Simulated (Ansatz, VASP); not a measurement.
## Al2Cu: VASP beside Ansatz

```xyz
6
Lattice="-2.9965 2.9965 2.4379 2.9965 -2.9965 2.4379 2.9965 2.9965 -2.4379" Properties=species:S:1:pos:R:3 pbc="T T T"
Al    3.9513    0.9548    0.0000
Al    2.0417    0.9548    2.4379
Al   -0.9548    2.0417    2.4379
Al    0.9548    2.0417    0.0000
Cu    0.0000    0.0000    3.6569
Cu    0.0000    0.0000    1.2190
```

Alike in both runs: task single point; functional PBEsol; k mesh 10 × 10 × 10; occupations gaussian, width 0.15 eV; no spin polarisation.

|  | VASP | Ansatz |
| --- | --- | --- |
| version | VASP 6.6.1 | Ansatz 0.2.0 |
| potentials or method | VASP PAW PBE potentials, release 64 (Al, Cu), cutoff 520 eV | scalar-relativistic, plane waves, PAW |
| valence electrons in the cell | 34 | 50 |

Ansatz gave:

```
gap on the k mesh at the Fermi level (eV)                     : none
pressure (GPa)                                                : -1.1
traceless stress, the component that is largest in VASP (GPa) : -0.96
rms of the force components (eV/Å)                            : 0.015
```

**Question.** Estimate VASP's values.

**Answer.** gap on the k mesh at the Fermi level (eV): none; pressure (GPa): -0.8; traceless stress, the component that is largest in VASP (GPa): -0.94; rms of the force components (eV/Å): 0.014.

VASP's potentials were made for PBE, not for PBEsol, and Ansatz warns of the same on its side. Atom by atom the forces differ by 0.001 eV/Å (rms over components). A gap of «none» marks a metal or a gap that the smearing closes. VASP's potentials hold 34 valence electrons a cell and Ansatz's 50, so a difference there can come from the potentials and not from the codes.
